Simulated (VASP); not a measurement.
# InGa2N3 (P1) in VASP: single point with PBEsol

Aim: the single point of InGa2N3 with PBEsol.

Everything below comes from runs of VASP 6.6.1. Logs are shortened: lines on timing, memory, paths and dates and some standing lists are left out, and cuts for length are marked.

## (1) The cell of the first run

The typed cell holds 12 atoms: a = 5.718 Å, b = 5.718 Å, c = 5.336 Å, α = 90.00°, β = 90.00°, γ = 59.95°.

## (2) Single point, PBEsol (all N atoms moved 0.5 Å in one direction)

INCAR

```
ALGO = Normal ; EDIFF = 1E-6
ENCUT = 520 ; GGA = PS
ISIF = 2 ; ISMEAR = 0
KPAR = 4 ; LASPH = T
LCHARG = T ; LREAL = F
LVHAR = T ; LWAVE = F
NBANDS = 66 ; NELM = 60
PREC = Accurate ; SIGMA = 0.05
```

KPOINTS

```
k-points
0
Gamma
  6 6 6
```

POSCAR

```
InGa2N3
1.0
    4.9530129945     -2.8568682250      0.0000000000
    4.9530129945      2.8568682250      0.0000000000
    0.0000000000      0.0000000000      5.3355942541
In Ga N
2 4 6
Direct
    0.3737052046      0.6404269905      0.9822500266
    0.7232597210      0.2908724741      0.4822500266
    0.0554769651      0.2995341809      0.9851412980
    0.7145980142      0.9586552300      0.9851412980
    1.0414879605      0.6317652837      0.4851412980
    0.3823669114     -0.0273557654      0.4851412980
   -0.0220057615      0.3679944167      0.3664509786
    0.6178733882      1.0078735664      0.3664509786
    0.9250408359      0.7007061187      0.8664509786
    0.2851616862      0.0608269690      0.8664509786
    0.2593964097      0.7264713952      0.4025664201
    0.6436386647      0.3422291402      0.9025664201
```

Potentials or basis: VASP PAW PBE potentials, release 64 (In_d, Ga_d, N).

Started as:

```bash
$ cat potpaw_PBE.64/In_d/POTCAR potpaw_PBE.64/Ga_d/POTCAR potpaw_PBE.64/N/POTCAR > POTCAR
$ mpirun -np 4 vasp_std > vasp.out
```

OUTCAR:

```text
EDIFF = 1E-6
   ENCUT = 520
   GGA = PS
   ISIF = 2
   ISMEAR = 0
   LASPH = T
   LREAL = F
   NELM = 60
   PREC = Accurate

 ion  position               nearest neighbor table
   1  0.374  0.640  0.982-  12 1.68  10 2.28  11 2.32   9 2.49   3 3.26   4 3.26   4 3.27   3 3.27
                             6 3.28   5 3.28   6 3.30   5 3.30   2 3.33   2 3.33   3 3.37   4 3.37
   2  0.723  0.291  0.482-   7 1.83   8 2.08  12 2.28  11 2.61   6 3.26   5 3.26   6 3.27   5 3.27
                             4 3.28   3 3.28   4 3.30   3 3.30   1 3.33   1 3.33   6 3.37   5 3.37
   3  0.055  0.300  0.985-  10 1.48   7 2.08   9 2.12  12 2.29   1 3.26   1 3.27   2 3.28   2 3.30
                             1 3.37
   4  0.715  0.959  0.985-   9 1.50  12 2.07   8 2.09  10 2.31   1 3.26   1 3.27   2 3.28   2 3.30
                             1 3.37
   5  0.041  0.632  0.485-  11 1.65   7 1.83   9 2.12   2 3.26   2 3.27   1 3.28   1 3.30   2 3.37

   6  0.382  0.973  0.485-   8 1.59  11 1.91  10 2.10   2 3.26   2 3.27   1 3.28   1 3.30   2 3.37

   7  0.978  0.368  0.366-   2 1.83   5 1.83   3 2.08
   8  0.618  0.008  0.366-   6 1.59   2 2.08   4 2.09
   9  0.925  0.701  0.866-   4 1.50   5 2.12   3 2.12   1 2.49
  10  0.285  0.061  0.866-   3 1.48   6 2.10   1 2.28   4 2.31
  11  0.259  0.726  0.403-   5 1.65   6 1.91   1 2.32   2 2.61
  12  0.644  0.342  0.903-   1 1.68   4 2.07   2 2.28   3 2.29

  LATTYP: Found a base centered orthorhombic cell.
 ALAT       =     5.7137364500
 B/A-ratio  =     1.7337211955
 C/A-ratio  =     0.9338187543

  Lattice vectors:

 A1 = (  -4.9530129945,  -2.8568682250,   0.0000000000)
 A2 = (   4.9530129945,  -2.8568682250,   0.0000000000)
 A3 = (   0.0000000000,   0.0000000000,   5.3355942541)

Analysis of symmetry for initial positions (statically):
=====================================================================
 Subroutine PRICEL returns:
 Original cell was already a primitive cell.

 Routine SETGRP: Setting up the symmetry group for a
 base centered orthorhombic supercell.

 Subroutine GETGRP returns: Found  1 space group operations
 (whereof  1 operations were pure point group operations)
 out of a pool of  8 trial point group operations.

The static configuration has the point symmetry C_1 .

Analysis of symmetry for dynamics (positions and initial velocities):
=====================================================================
 Subroutine PRICEL returns:
 Original cell was already a primitive cell.

 Routine SETGRP: Setting up the symmetry group for a
 base centered orthorhombic supercell.

 Subroutine GETGRP returns: Found  1 space group operations
 (whereof  1 operations were pure point group operations)
 out of a pool of  8 trial point group operations.

The dynamic configuration has the point symmetry C_1 .

 Subroutine INISYM returns: Found  1 space group operations
 (whereof  1 operations are pure point group operations),
 and found     1 'primitive' translations

----------------------------------------------------------------------------------------

                                     Primitive cell

  volume of cell :     150.9984

  direct lattice vectors                    reciprocal lattice vectors
     4.953012994 -2.856868225  0.000000000     0.100948655 -0.175016823  0.000000000
     4.953012994  2.856868225  0.000000000     0.100948655  0.175016823  0.000000000
     0.000000000  0.000000000  5.335594254     0.000000000  0.000000000  0.187420548

  length of vectors
     5.717869689  5.717869689  5.335594254     0.202043360  0.202043360  0.187420548

  position of ions in fractional coordinates (direct lattice)
     0.373705205  0.640426991  0.982250027
     0.723259721  0.290872474  0.482250027
     0.055476965  0.299534181  0.985141298
     0.714598014  0.958655230  0.985141298
     0.041487960  0.631765284  0.485141298
     0.382366911  0.972644235  0.485141298
     0.977994239  0.367994417  0.366450979
     0.617873388  0.007873566  0.366450979
     0.925040836  0.700706119  0.866450979
     0.285161686  0.060826969  0.866450979
     0.259396410  0.726471395  0.402566420
     0.643638665  0.342229140  0.902566420

  ion indices of the primitive-cell ions
   primitive index   ion index
                 1           1
                 2           2
                 3           3
                 4           4
                 5           5
                 6           6
                 7           7
                 8           8
                 9           9
                10          10
                11          11
                12          12

----------------------------------------------------------------------------------------

 KPOINTS: k-points

Automatic generation of k-mesh.
 Grid dimensions read from file:
 generate k-points for:    6    6    6

 Generating k-lattice:

  Cartesian coordinates                     Fractional coordinates (reciprocal lattice)
     0.016824776 -0.029169470  0.000000000     0.166666667  0.000000000  0.000000000
     0.016824776  0.029169470  0.000000000     0.000000000  0.166666667  0.000000000
     0.000000000  0.000000000  0.031236758     0.000000000  0.000000000  0.166666667

  Length of vectors
     0.033673893  0.033673893  0.031236758

  Shift w.r.t. Gamma in fractional coordinates (k-lattice)
     0.000000000  0.000000000  0.000000000

 Subroutine IBZKPT returns following result:
 ===========================================

 Found    112 irreducible k-points:

 Following reciprocal coordinates:
            Coordinates               Weight
  0.000000  0.000000  0.000000      1.000000
  0.166667  0.000000  0.000000      2.000000
 -0.000000 -0.166667  0.000000      2.000000
  0.333333 -0.000000  0.000000      2.000000
  0.000000 -0.333333  0.000000      2.000000
  0.500000  0.000000  0.000000      1.000000
[... 16 lines left out ...]
 -0.166667 -0.000000  0.166667      2.000000
 -0.000000 -0.166667 -0.166667      2.000000
 [... further k-points ...]
   k-points           NKPTS =    112   k-points in BZ     NKDIM =    112   number of bands    NBANDS=     66
   number of dos      NEDOS =    301   number of ions     NIONS =     12
   total plane-waves  NPLWV =  92160
   dimension x,y,z NGX =    48 NGY =   48 NGZ =   40
   dimension x,y,z NGXF=    96 NGYF=   96 NGZF=   80
   ions per type =               2   4   6
   NGX,Y,Z   is equivalent  to a cutoff of  13.96, 13.96, 12.46 a.u.
   NGXF,Y,Z  is equivalent  to a cutoff of  27.91, 27.91, 24.93 a.u.
 SYSTEM =  unknown system
   PREC   = accura    normal or accurate (medium, high low for compatibility)
   ISTART =      0    job   : 0-new  1-cont  2-samecut
   ICHARG =      2    charge: 1-file 2-atom 10-const
   ISPIN  =      1    spin polarized calculation?
   LNONCOLLINEAR =      F non collinear calculations
   LSORBIT =      F    spin-orbit coupling
   LASPH  =      T    aspherical Exc in radial PAW
   ENCUT  =  520.0 eV  38.22 Ry    6.18 a.u.  10.63 10.63  9.92*2*pi/ulx,y,z
   NELM   =     60;   NELMIN=  2; NELMDL= -5     # of ELM steps
   EDIFF  = 0.1E-05   stopping-criterion for ELM
   LREAL  =      F    real-space projection
   EDIFFG = 0.1E-04   stopping-criterion for IOM
   NSW    =      0    number of steps for IOM
   IBRION =     -1    ionic relax: 0-MD 1-quasi-New 2-CG
   NFREE  =      0    steps in history (QN), initial steepest desc. (CG)
   ISIF   =      2    stress and relaxation
   ISYM   =      2    0-nonsym 1-usesym 2-fastsym
   POTIM  = 0.5000    time-step for ionic-motion
   TEBEG  =    0.0;   TEEND  =   0.0 temperature during run
   PSTRESS=    0.0 pullay stress
   NELECT =     108.0000    total number of electrons
   NUPDOWN=      -1.0000    fix difference up-down
   EMIN   =  10.00;   EMAX   =-10.00  energy-range for DOS
   EFERMI =   0.00;   METHOD = LEGACY
   ISMEAR =     0;   SIGMA  =   0.05  broadening in eV -4-tet -1-fermi 0-gaus
   EFERMI_NEDOS =   21; number of points for ismear=-14 and -15
   IALGO  =     38    algorithm
   IMIX   =      4    mixing-type and parameters
     AMIX     =   0.40;   BMIX     =  1.00
     AMIX_MAG =   1.60;   BMIX_MAG =  1.00
  volume/ion in A,a.u.               =      12.58        84.92
  Fermi-wavevector in a.u.,A,eV,Ry     =   1.464059  2.766670 29.163665  2.143469
  Thomas-Fermi vector in A             =   2.580080
   LORBIT       =      0    0 simple, 1 ext, 2 COOP (PROOUT), +10 PAW based schemes
   GGA     = PS    functional components
   LHFCALC =     F    Hartree Fock is set to
   AEXX    =    0.0000 exact exchange contribution
   IVDW    =     0    specifies the selected vdW correction
   LEPSILON=     F    determine dielectric tensor
   LRPA    =     F    only Hartree local field effects (RPA)
 non-spin polarized calculation
 Gauss-broadening in eV      SIGMA  =   0.05
  energy-cutoff  :      520.00
  volume of cell :      151.00
 maximum number of plane-waves:      4100
 NGX is ok and might be reduce to    48
   NGX = 21   NGY = 21   NGZ = 19

 number of electron     108.0000000 magnetization

 Free energy of the ion-electron system (eV)
  ---------------------------------------------------
  ext. energy  EPLUGINS =         0.00000000
  ---------------------------------------------------
  free energy    TOTEN  =       -63.38008241 eV

  energy without entropy =      -63.38008241  energy(sigma->0) =      -63.38008241

 E-fermi :   6.2684     XC(G=0): -11.5904

 val. band max:        6.0386162291   @ k =   0.0000   0.0000   0.0000
 cond. band min:       6.9624624224   @ k =   0.0000   0.0000   0.0000
 fundamental gap:      0.9238461932
 Fermi energy:         6.2684323027

 k-point     1 :       0.0000    0.0000    0.0000
  band No.  band energies     occupation
      1     -11.0038      2.00000
      2     -10.4721      2.00000
      3     -10.4301      2.00000
      4     -10.2113      2.00000
      5      -9.7648      2.00000
      6      -9.5710      2.00000
[... 1645 lines left out ...]
     65      13.4230      0.00000
     66      14.2981      0.00000

 [... further k-points ...]

------------------------ aborting loop because EDIFF is reached ----------------------------------------

  FORCE on cell =-STRESS in cart. coord.  units (eV):
  Direction    XX          YY          ZZ          XY          YZ          ZX
  --------------------------------------------------------------------------------------
  -------------------------------------------------------------------------------------
  Total       22.9741647     53.0726436      6.2885001     -2.5355475     25.5778750     -6.1056568
  in kB      243.7686454    563.1302216     66.7244787    -26.9035674    271.3954579    -64.7844091
  external PRESSURE =     291.2077819 kB  Pullay stress =       0.0000000 kB

 VOLUME and BASIS-vectors are now :
 -----------------------------------------------------------------------------
  energy-cutoff  :      520.00
  volume of cell :      151.00
      direct lattice vectors                 reciprocal lattice vectors
     4.953012994 -2.856868225  0.000000000     0.100948655 -0.175016823  0.000000000
     4.953012994  2.856868225  0.000000000     0.100948655  0.175016823  0.000000000
     0.000000000  0.000000000  5.335594254     0.000000000  0.000000000  0.187420548

 POSITION                                       TOTAL-FORCE (eV/Angst)
 -----------------------------------------------------------------------------------
      5.02301      0.76199      5.24089         1.000874     13.364318      3.406791
      5.02301     -1.23527      2.57309        -4.886178      2.301334      2.404132
      1.75837      0.69724      5.25631         0.257518     17.151261      7.734338
      8.28765      0.69724      5.25631         2.255502     15.433523      6.957252
      3.33463      1.68634      2.58852        -5.079400      3.046396      2.560893
      6.71139      1.68634      2.58852        -7.659448      4.751232      4.208536
      6.66670     -1.74269      1.95523         4.549871     -2.953322     -2.882612
      3.09933     -1.74269      1.95523         7.503823     -4.305392     -4.221799
      8.05235     -0.64089      4.62303        -2.101115    -15.532911     -6.801490
      1.71369     -0.64089      4.62303        -0.634784    -16.994174     -7.705986
      4.88302      1.33437      2.14793         5.868825     -2.470569     -2.115389
      4.88302     -0.86109      4.81573        -1.075488    -13.791698     -3.544667
 -----------------------------------------------------------------------------------
    total drift:                                0.000203      0.000537      0.002135

  FREE ENERGIE OF THE ION-ELECTRON SYSTEM (eV)
  ---------------------------------------------------
  free  energy   TOTEN  =       -63.3800824089 eV

  energy  without entropy=      -63.3800824089  energy(sigma->0) =      -63.38008241
```

Run time: 7.6 min. Hardware: 4 MPI ranks of AMD EPYC 7R13 (Zen 3), shared host; peak memory 0.87 GiB.

What came out:

* Free energy: -63.3801 eV
* Pressure: 29.1 GPa
* Largest force: 18.816 eV/Å
* Band gap on the k mesh: 0.92 eV

Forces in eV/Å, atoms in the order of the input:
```
In    1.001  13.364   3.407
In   -4.886   2.301   2.404
Ga    0.258  17.151   7.734
Ga    2.256  15.434   6.957
Ga   -5.079   3.046   2.561
Ga   -7.659   4.751   4.209
N     4.550  -2.953  -2.883
N     7.504  -4.305  -4.222
N    -2.101 -15.533  -6.801
N    -0.635 -16.994  -7.706
N     5.869  -2.471  -2.115
N    -1.075 -13.792  -3.545
```

Stress tensor (GPa, compression positive):
```
24.38 -2.69 -6.48
-2.69 56.31 27.14
-6.48 27.14  6.67
```

Levels at points of the mesh, in eV from the valence-band top:
```
           k point  band 52  band 53  band 54  band 55  band 56  band 57
(0.00, 0.00, 0.00)    -0.15    -0.02     0.00     0.92     3.12     4.45
(0.50, 0.00, 0.00)    -0.95    -0.72    -0.45     3.19     3.34     4.05
(0.00, 0.50, 0.00)    -0.85    -0.70    -0.46     3.30     3.57     4.13
(0.50, 0.50, 0.00)    -1.11    -0.66    -0.26     3.29     4.01     4.04
(0.00, 0.00, 0.50)    -0.79    -0.19    -0.04     3.11     3.28     4.57
(0.50, 0.00, 0.50)    -1.32    -0.96    -0.90     3.22     3.42     4.31
(0.00, 0.50, 0.50)    -1.18    -1.10    -0.91     3.07     3.75     4.27
(0.50, 0.50, 0.50)    -1.28    -1.01    -0.71     3.11     4.16     4.24
```

Caveat: the cell differs from its parent crystal (all N atoms moved 0.5 Å in one direction); the stress differs along the axes, from 7 to 56 GPa; the PAW data sets were made with another functional, which shifts forces and pressure a little; spin-orbit coupling is left out, which moves the levels of the heavy elements.
